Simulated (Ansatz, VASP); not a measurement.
**AlNi: VASP beside Ansatz**

```
Al Ni
1.0
     0.00000   -2.89272    0.00000
     0.00000    0.00000   -2.89272
     9.37817   -0.24106   -0.24106
Al Ni
3 3
Direct
  0.94217 0.94217 0.69402
  0.99357 0.99357 0.07711
  0.96787 0.96787 0.38557
  0.42931 0.42931 0.84825
  0.48072 0.48072 0.23134
  0.45502 0.45502 0.53979
```

Alike in both runs: task single point; functional PBE; k mesh 15 × 15 × 5; occupations gaussian, width 0.15 eV; no spin polarisation.

|  | VASP | Ansatz |
| --- | --- | --- |
| version | VASP 6.6.1 | Ansatz 0.2.0 |
| potentials or method | VASP PAW PBE potentials, release 64 (Al, Ni), cutoff 520 eV | scalar-relativistic, plane waves, PAW |
| valence electrons in the cell | 39 | 63 |

Ansatz gave:

* gap on the k mesh at the Fermi level (eV): none
* pressure (GPa): -6.0
* traceless stress, the component that is largest in VASP (GPa): -1.63
* rms of the force components (eV/Å): 0.360

Q: Which values does VASP return?

A: gap on the k mesh at the Fermi level (eV): none; pressure (GPa): -5.8; traceless stress, the component that is largest in VASP (GPa): -1.67; rms of the force components (eV/Å): 0.360.

Atom by atom the forces differ by 0.003 eV/Å (rms over components). A gap of «none» marks a metal or a gap that the smearing closes. With one functional, cell and mesh, what is left measures potentials, basis and numerics. VASP's potentials hold 39 valence electrons a cell and Ansatz's 63, so a difference there can come from the potentials and not from the codes.
